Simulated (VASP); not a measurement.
A run of VASP 6.6.1 is set up as follows.

Contents of INCAR:

```
SYSTEM = SnS2
ALGO = Normal ; EDIFF = 1E-6
ENCUT = 500 ; GGA = PE
GGA_COMPAT = .False. ; ISIF = 2
ISMEAR = 0 ; LASPH = .True.
LCHARG = .False. ; LREAL = .False.
LWAVE = .False. ; NBANDS = 20
NELM = 120 ; PREC = Accurate
SIGMA = 0.01
```

The input KPOINTS:

```
k-points
0
Gamma
  6 6 4
  0 0 0
```

The input POSCAR:

```
SnS2
1.0
    3.8383410310      0.0000000000      0.0000000000
   -1.9191705155      3.3241008412      0.0000000000
    0.0000000000      0.0000000000      6.5069113529
Sn S
1 2
Direct
    0.0000000000      0.0000000000      0.0000000000
    0.3333333333      0.6666666667      0.2346534700
    0.6666666667      0.3333333333      0.7653465300
```

Potentials or basis: VASP PAW PBE potentials, release 64 (Sn_d, S).

Run with:

```console
$ cat potpaw_PBE.64/Sn_d/POTCAR potpaw_PBE.64/S/POTCAR > POTCAR
$ mpirun -np 1 vasp_std > vasp.out
```

(1) What does it give for the band gap on the k mesh?

(2) What does it give for the pressure?

(3) Predict the largest force.

Answers

(1) 1.28 eV (least direct gap 1.46 eV).

(2) -5.4 GPa.

(3) 0.817 eV/Å.

Caveat: the cell stands under tension; spin-orbit coupling is left out, which moves the levels of the heavy elements; this functional lacks dispersion, which binds layers or chains, so the pressure and a relaxed spacing across them are unreliable.
